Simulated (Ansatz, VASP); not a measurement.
# Two plane-wave programs on K

```
K
1.0
     0.00000    4.83235    4.83235
     4.83235    0.00000    4.83235
     4.83235    4.83235    0.00000
K
2
Direct
  0.50000 0.50000 0.50000
  0.75000 0.75000 0.75000
```

Alike in both runs: functional r2SCAN; k mesh 10 × 10 × 10; occupations gaussian, width 0.1 eV; no spin polarisation.

Ansatz relaxed the structure, and its values are those at the end. VASP's run is a single point on that final structure, the one shown.

|  | VASP | Ansatz |
| --- | --- | --- |
| version | VASP 6.6.1 | Ansatz 0.2.0 |
| potentials or method | VASP PAW PBE potentials, release 64 (K_sv), cutoff 520 eV | scalar-relativistic, plane waves, PAW |
| valence electrons in the cell | 18 | 18 |

```csv
,VASP,Ansatz,Ansatz less VASP
gap on the k mesh at the Fermi level (eV),none,none,-
pressure (GPa),0.0,0.0,+0.01
```

VASP's potentials were made for PBE, not for r2SCAN. A gap of «none» marks a metal or a gap that the smearing closes.
